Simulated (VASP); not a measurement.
# H in VASP: further runs

The runs below take H through single point, with PBE.

Everything below comes from runs of VASP 6.6.1. Logs are shortened: lines on timing, memory, paths and dates and some standing lists are left out, and cuts for length are marked.

## Step 1: The cell of the first run

Symmetry: Cmcm, No. 63, orthorhombic system. Conventional cell: a = 3.179 Å, b = 5.446 Å, c = 6.260 Å, α = 90.00°, β = 90.00°, γ = 90.00°. Within 1.3 Å of H (site symmetry m) lie 1 H at 0.94 Å.

## Step 2: Single point, PBE (strained)

INCAR

```
ALGO     = Normal         # electronic algorithm
EDIFF    = 1E-7           # SCF threshold, eV
ENCUT    = 520            # plane-wave cutoff, eV
GGA      = PE             # functional
ISIF     = 2              # what is computed and relaxed
ISMEAR   = 0              # smearing method
LASPH    = True           # aspherical terms in the spheres
LCHARG   = False          # write CHGCAR
LREAL    = False          # projectors in reciprocal space
LWAVE    = False          # write WAVECAR
NBANDS   = 10             # bands
NELM     = 80             # most SCF steps
PREC     = Accurate       # precision mode
SIGMA    = 0.02           # smearing width, eV
```

KPOINTS

```
k-points
0
Gamma
  8 8 4
```

POSCAR

```
H
1.0
    1.5894319928     -2.7229195108      0.0000000000
    1.5894319928      2.7229195108      0.0000000000
    0.0000000000      0.0000000000      6.2601015867
H
4
Direct
    0.5860399980      0.4139600020      0.9981095471
    0.4139600020      0.5860399980      0.0018904529
    0.4139600020      0.5860399980      0.4981095471
    0.5860399980      0.4139600020      0.5018904529
```

Potentials or basis: VASP PAW PBE potentials, release 64 (H).

Run with:

```console
cat potpaw_PBE.64/H/POTCAR > POTCAR
mpirun -np 1 vasp_std > vasp.out
```

OUTCAR:

```text
EDIFF = 1E-7
   ENCUT = 520
   GGA = PE
   ISIF = 2
   ISMEAR = 0
   LASPH = True
   LREAL = False
   NELM = 80
   PREC = Accurate

 ion  position               nearest neighbor table
   1  0.586  0.414  0.998-
   2  0.414  0.586  0.002-
   3  0.414  0.586  0.498-
   4  0.586  0.414  0.502-

  LATTYP: Found a base centered orthorhombic cell.
 ALAT       =     3.1788639856
 B/A-ratio  =     1.7131399916
 C/A-ratio  =     1.9692889079

  Lattice vectors:

 A1 = (   1.5894319928,  -2.7229195108,   0.0000000000)
 A2 = (   1.5894319928,   2.7229195108,   0.0000000000)
 A3 = (   0.0000000000,   0.0000000000,   6.2601015867)

Analysis of symmetry for initial positions (statically):
=====================================================================
 Subroutine PRICEL returns:
 Original cell was already a primitive cell.

 Routine SETGRP: Setting up the symmetry group for a
 base centered orthorhombic supercell.

 Subroutine GETGRP returns: Found  8 space group operations
 (whereof  4 operations were pure point group operations)
 out of a pool of  8 trial point group operations.

The static configuration has the point symmetry C_2h.
 The point group associated with its full space group is D_2h.

Analysis of symmetry for dynamics (positions and initial velocities):
=====================================================================
 Subroutine PRICEL returns:
 Original cell was already a primitive cell.

 Routine SETGRP: Setting up the symmetry group for a
 base centered orthorhombic supercell.

 Subroutine GETGRP returns: Found  8 space group operations
 (whereof  4 operations were pure point group operations)
 out of a pool of  8 trial point group operations.

The dynamic configuration has the point symmetry C_2h.
 The point group associated with its full space group is D_2h.

 Subroutine INISYM returns: Found  8 space group operations
 (whereof  4 operations are pure point group operations),
 and found     1 'primitive' translations

----------------------------------------------------------------------------------------

                                     Primitive cell

  volume of cell :      54.1861

  direct lattice vectors                    reciprocal lattice vectors
     1.589431993 -2.722919511  0.000000000     0.314577788 -0.183626434  0.000000000
     1.589431993  2.722919511  0.000000000     0.314577788  0.183626434  0.000000000
[... 97 lines left out ...]
   POTIM  = 0.5000    time-step for ionic-motion
   TEBEG  =    0.0;   TEEND  =   0.0 temperature during run
   PSTRESS=    0.0 pullay stress
   NELECT =       4.0000    total number of electrons
   NUPDOWN=      -1.0000    fix difference up-down
   EMIN   =  10.00;   EMAX   =-10.00  energy-range for DOS
   EFERMI =   0.00;   METHOD = LEGACY
   ISMEAR =     0;   SIGMA  =   0.02  broadening in eV -4-tet -1-fermi 0-gaus
   EFERMI_NEDOS =   21; number of points for ismear=-14 and -15
   IALGO  =     38    algorithm
   IMIX   =      4    mixing-type and parameters
     AMIX     =   0.40;   BMIX     =  1.00
     AMIX_MAG =   1.60;   BMIX_MAG =  1.00
  volume/ion in A,a.u.               =      13.55        91.42
  Fermi-wavevector in a.u.,A,eV,Ry     =   0.686750  1.297770  6.416859  0.471626
  Thomas-Fermi vector in A             =   1.767068
   LORBIT       =      0    0 simple, 1 ext, 2 COOP (PROOUT), +10 PAW based schemes
   GGA     = PE    functional components
   LHFCALC =     F    Hartree Fock is set to
   AEXX    =    0.0000 exact exchange contribution
   IVDW    =     0    specifies the selected vdW correction
   LEPSILON=     F    determine dielectric tensor
   LRPA    =     F    only Hartree local field effects (RPA)
 non-spin polarized calculation
 Gauss-broadening in eV      SIGMA  =   0.02
  energy-cutoff  :      520.00
  volume of cell :       54.19
 maximum number of plane-waves:      1474
   NGX = 11   NGY = 11   NGZ = 23

 number of electron       4.0000001 magnetization

 Free energy of the ion-electron system (eV)
  ---------------------------------------------------
  ext. energy  EPLUGINS =         0.00000000
  ---------------------------------------------------
  free energy    TOTEN  =       -12.71455117 eV

  energy without entropy =      -12.71455117  energy(sigma->0) =      -12.71455117

 E-fermi :  -7.1404     XC(G=0):  -5.1641

 val. band max:       -7.2728843425   @ k =   0.3750   0.3750   0.0000
 cond. band min:      -1.5391534721   @ k =   0.5000   0.5000   0.0000
 fundamental gap:      5.7337308704
 Fermi energy:        -7.1403900539

 k-point     1 :       0.0000    0.0000    0.0000
  band No.  band energies     occupation
      1      -9.9087      2.00000
      2      -9.0452      2.00000
      3       0.6762      0.00000
      4       5.0226      0.00000
      5       6.3598      0.00000
      6       6.9650      0.00000
      7       9.9151      0.00000
      8      10.0092      0.00000
      9      13.0166      0.00000
     10      13.7411      0.00000
[... 287 lines left out ...]
 k-point    24 :       0.2500   -0.0000    0.2500
  band No.  band energies     occupation
      1      -9.1120      2.00000
      2      -8.5698      2.00000
      3       2.2113      0.00000
      4       2.5196      0.00000
      5       4.1639      0.00000
      6       6.0052      0.00000
      7       8.6897      0.00000
      8       8.7656      0.00000
      9      10.9484      0.00000
     10      11.9835      0.00000

 [... further k-points ...]

------------------------ aborting loop because EDIFF is reached ----------------------------------------

  FORCE on cell =-STRESS in cart. coord.  units (eV):
  Direction    XX          YY          ZZ          XY          YZ          ZX
  --------------------------------------------------------------------------------------
  -------------------------------------------------------------------------------------
  Total        0.1360414     -6.9217007      0.1116493      0.0000000      0.0000000      0.0000000
  in kB        4.0224767   -204.6610821      3.3012495      0.0000000      0.0000000      0.0000000
  external PRESSURE =     -65.7791186 kB  Pullay stress =       0.0000000 kB

 VOLUME and BASIS-vectors are now :
 -----------------------------------------------------------------------------
  energy-cutoff  :      520.00
  volume of cell :       54.19
      direct lattice vectors                 reciprocal lattice vectors
     1.589431993 -2.722919511  0.000000000     0.314577788 -0.183626434  0.000000000
     1.589431993  2.722919511  0.000000000     0.314577788  0.183626434  0.000000000
     0.000000000  0.000000000  6.260101587     0.000000000  0.000000000  0.159741817

 POSITION                                       TOTAL-FORCE (eV/Angst)
 -----------------------------------------------------------------------------------
      1.58943     -0.46856      6.24827         0.000000      3.711481      0.092697
      1.58943      0.46856      0.01183         0.000000     -3.711481     -0.092697
      1.58943      0.46856      3.11822         0.000000     -3.711481      0.092697
      1.58943     -0.46856      3.14189         0.000000      3.711481     -0.092697
 -----------------------------------------------------------------------------------
    total drift:                                0.000000     -0.000000     -0.000000

  FREE ENERGIE OF THE ION-ELECTRON SYSTEM (eV)
  ---------------------------------------------------
  free  energy   TOTEN  =       -12.7145511662 eV

  energy  without entropy=      -12.7145511662  energy(sigma->0) =      -12.71455117
```

OSZICAR:

```text
N       E                     dE             d eps       ncg     rms          rms(c)
DAV:   1    -0.584188856517E+01   -0.58419E+01   -0.14352E+03  1260   0.279E+02
DAV:   2    -0.130411479717E+02   -0.71993E+01   -0.70915E+01  1634   0.464E+01
DAV:   3    -0.132920949106E+02   -0.25095E+00   -0.25079E+00  1528   0.772E+00
DAV:   4    -0.132928152877E+02   -0.72038E-03   -0.72036E-03  1476   0.448E-01
DAV:   5    -0.132928170795E+02   -0.17919E-05   -0.17919E-05  1428   0.231E-02    0.432E+00
DAV:   6    -0.129048262083E+02    0.38799E+00   -0.16802E-01  1346   0.141E+00    0.242E+00
DAV:   7    -0.127087818711E+02    0.19604E+00   -0.39651E-01  1302   0.227E+00    0.248E-01
DAV:   8    -0.127154232603E+02   -0.66414E-02   -0.99814E-03  1276   0.471E-01    0.163E-01
DAV:   9    -0.127145355660E+02    0.88769E-03   -0.15976E-03  1422   0.150E-01    0.773E-03
DAV:  10    -0.127145465041E+02   -0.10938E-04   -0.42842E-05  1376   0.370E-02    0.562E-03
DAV:  11    -0.127145512021E+02   -0.46980E-05   -0.37872E-06  1310   0.146E-02    0.128E-03
DAV:  12    -0.127145511662E+02    0.35883E-07   -0.11751E-07  1436   0.153E-03
   1 F= -.12714551E+02 E0= -.12714551E+02  d E =-.769520E-23
```

Wall time 13 s (1 thread of Intel Xeon Platinum 8488C (Sapphire Rapids), shared host); peak memory 0.17 GiB.

What came out:

| Item | Value |
| --- | --- |
| Free energy | -12.7146 eV |
| Pressure | -6.6 GPa |
| Largest force | 3.713 eV/Å |
| Band gap on the k mesh | 5.73 eV |

Forces on the atoms (eV/Å):
```
H    0.000  3.711  0.093
H    0.000 -3.711 -0.093
H    0.000 -3.711  0.093
H    0.000  3.711 -0.093
```

Levels at points of the mesh, in eV from the valence-band top:
| k point | band 1 | band 2 | band 3 | band 4 | band 5 | band 6 |
| --- | --- | --- | --- | --- | --- | --- |
| (0.00, 0.00, 0.00) | -2.64 | -1.77 | 7.95 | 12.30 | 13.63 | 14.24 |
| (0.50, 0.00, 0.00) | -1.01 | -0.41 | 7.35 | 9.18 | 12.06 | 13.68 |
| (0.50, 0.50, 0.00) | -0.59 | -0.01 | 5.73 | 7.28 | 12.49 | 13.50 |
| (0.00, 0.00, 0.50) | -2.24 | -2.24 | 9.82 | 9.82 | 13.92 | 13.92 |
| (0.50, 0.00, 0.50) | -0.72 | -0.72 | 8.07 | 8.07 | 13.76 | 13.76 |
| (0.50, 0.50, 0.50) | -0.31 | -0.31 | 6.37 | 6.37 | 13.88 | 13.88 |

Caveat: the cell differs from its parent crystal (strained); forces of over 1 eV/Å act on the atoms, so gaps and moduli don't describe the material at rest. A k mesh can miss the band edges.

## Step 3: Single point, PBE (one atom moved)

INCAR

```
SYSTEM = H
PREC = Accurate
ENCUT = 520
EDIFF = 1E-7
ISMEAR = 0
SIGMA = 0.02
LREAL = .FALSE.
LASPH = .TRUE.
NELM = 100
ALGO = Normal
ISIF = 2
LWAVE = .FALSE.
LCHARG = .TRUE.
GGA = PE
LELF = .TRUE.
LVHAR = .TRUE.
NBANDS = 10
```

KPOINTS

```
regular mesh
0
G
  8 8 4
  0 0 0
```

POSCAR

```
H
1.0
    1.6485318600     -2.7316882300      0.0000000000
    1.6485318600      2.7316882300      0.0000000000
    0.0000000000      0.0000000000      6.3137686200
H
4
Direct
    0.5678085000      0.4321915000      0.9995149500
    0.4321915000      0.5678085000      0.0147396110
    0.4321915000      0.5678085000      0.4995149500
    0.5678085000      0.4321915000      0.5004850500
```

Potentials or basis: VASP PAW PBE potentials, release 64 (H).

Run with:

```console
cat potpaw_PBE.64/H/POTCAR > POTCAR
mpirun -np 1 vasp_std > vasp.out
```

It took 19 s on 1 thread of Intel Xeon Platinum 8488C (Sapphire Rapids), shared host; peak memory 0.17 GiB.

Results (log left out):

```
Free energy            : -13.5609 eV
Pressure               : 0.3 GPa
Largest force          : 0.305 eV/Å
Band gap on the k mesh : 8.29 eV
```

Forces in eV/Å, atoms in the order of the input:
```
H    0.000 -0.083 -0.019
H    0.000  0.083  0.013
H    0.000  0.305  0.001
H    0.000 -0.305  0.005
```

Stress tensor (GPa, compression positive):
```
0.11 0.00 0.00
0.00 0.81 0.02
0.00 0.02 0.08
```

Levels at points of the mesh, in eV from the valence-band top:
```
           k point  band 1  band 2  band 3  band 4  band 5  band 6
(0.00, 0.00, 0.00)   -1.89   -1.19    9.27   12.35   16.70   16.93
(0.50, 0.00, 0.00)   -0.75   -0.26    9.22   11.45   13.11   14.95
(0.50, 0.50, 0.00)   -0.47    0.00    8.29   10.16   13.64   14.95
(0.00, 0.00, 0.50)   -1.59   -1.53   10.70   10.82   16.70   17.00
(0.50, 0.00, 0.50)   -0.54   -0.49    9.99   10.06   14.51   14.62
(0.50, 0.50, 0.50)   -0.27   -0.22    8.97    9.05   14.79   14.88
```

Caveat: the cell differs from its parent crystal (one atom moved). A k mesh can miss the band edges.

## Step 4: Single point, PBE (strained and its atoms moved)

INCAR

```
SYSTEM = H
PREC = Accurate
ENCUT = 520
EDIFF = 1E-6
ISMEAR = 0
SIGMA = 0.02
LREAL = .False.
LASPH = .True.
NELM = 60
ALGO = Normal
ISIF = 2
LWAVE = .False.
LCHARG = .False.
GGA = PE
NBANDS = 10
```

KPOINTS

```
regular mesh
0
Gamma
  8 8 4
  0 0 0
```

POSCAR

```
H
1.0
    1.5881626233     -2.6763169096      0.0000000000
    1.5881626233      2.6763169096      0.0000000000
    0.0000000000      0.0000000000      6.1687413548
H
4
Direct
    0.5746776894      0.4416245575      1.0013117181
    0.4416245575      0.5746776894     -0.0013117181
    0.4253223106      0.5583754425      0.5013117181
    0.5583754425      0.4253223106      0.4986882819
```

Run with:

```console
cat potpaw_PBE.64/H/POTCAR > POTCAR
mpirun -np 1 vasp_std > vasp.out
```

Wall time 13 s (1 thread of Intel Xeon 6975P-C, shared host); peak memory 0.16 GiB.

The run converged. Its results:

- Free energy: -13.5027 eV
- Pressure: 2.2 GPa
- Largest force: 1.440 eV/Å
- Band gap on the k mesh: 8.48 eV

Forces in eV/Å, atoms in the order of the input:
```
H    0.000 -1.440  0.034
H    0.000  1.440 -0.034
H    0.000  1.440  0.034
H    0.000 -1.440 -0.034
```

Stress tensor (GPa, compression positive):
```
0.24 0.00 0.00
0.00 6.37 0.00
0.00 0.00 0.14
```

Levels at points of the mesh, in eV from the valence-band top:
```tsv
k point	band 1	band 2	band 3	band 4	band 5	band 6	band 7
(0.00, 0.00, 0.00)	-2.07	-1.31	9.41	12.78	17.63	17.71	18.60
(0.50, 0.00, 0.00)	-0.79	-0.26	9.48	11.86	13.54	15.42	16.52
(0.50, 0.50, 0.00)	-0.53	-0.03	8.48	10.50	13.96	15.32	16.15
(0.00, 0.00, 0.50)	-1.71	-1.71	11.02	11.02	17.61	17.61	18.13
(0.50, 0.00, 0.50)	-0.54	-0.54	10.33	10.33	15.09	15.09	17.01
(0.50, 0.50, 0.50)	-0.29	-0.29	9.25	9.25	15.28	15.28	18.44
```

Caveat: the cell differs from its parent crystal (strained and its atoms moved); forces of over 1 eV/Å act on the atoms, so gaps and moduli don't describe the material at rest. A k mesh can miss the band edges.

(Part 1 of 2 ends here.)
